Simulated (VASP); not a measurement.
KBr:

```xyz
2
Lattice="4.0435 0.0000 0.0000 0.0000 4.0435 0.0000 0.0000 0.0000 4.0435" Properties=species:S:1:pos:R:3 pbc="T T T"
K     0.0000    0.0000    0.0000
Br    2.0217    2.0217    2.0217
```

* Program: VASP 6.6.1
* Task: relaxation of cell and atoms
* Functional: r2SCAN
* Potentials or basis: VASP PAW PBE potentials, release 64 (K_sv, Br)
* Cutoff: 600 eV
* k mesh: 6 × 6 × 6
* Occupations: gaussian, width 0.02 eV
* Spin: no spin polarisation

At the start: pressure -0.8 GPa; volume 33.06 Å³/atom.

**Question.** Where does the relaxation end?

**Answer.** Over 4 steps the energy falls by 4.4 meV/atom and the volume is 31.44 Å³/atom (-4.9 %); space group Pm-3m (No. 221, to 0.1 Å) before and after.

The path:
| step | energy change (eV) | largest force (eV/Å) | pressure (GPa) | volume (Å³) |
| --- | --- | --- | --- | --- |
| 1 | 0.0000 | 0.0000 | -0.83 | 66.11 |
| 2 | -0.0066 | 0.0000 | -0.45 | 64.48 |
| 3 | -0.0089 | 0.0000 | -0.06 | 63.07 |
| 4 | -0.0089 | 0.0000 | 0.01 | 62.87 |

Final structure:
```
K Br
1.0
     3.97636    0.00000    0.00000
     0.00000    3.97636    0.00000
     0.00000    0.00000    3.97636
K Br
1 1
Direct
  0.00000 0.00000 0.00000
  0.50000 0.50000 0.50000
```

Caveat: the PAW data sets were made with another functional, which shifts forces and pressure a little.
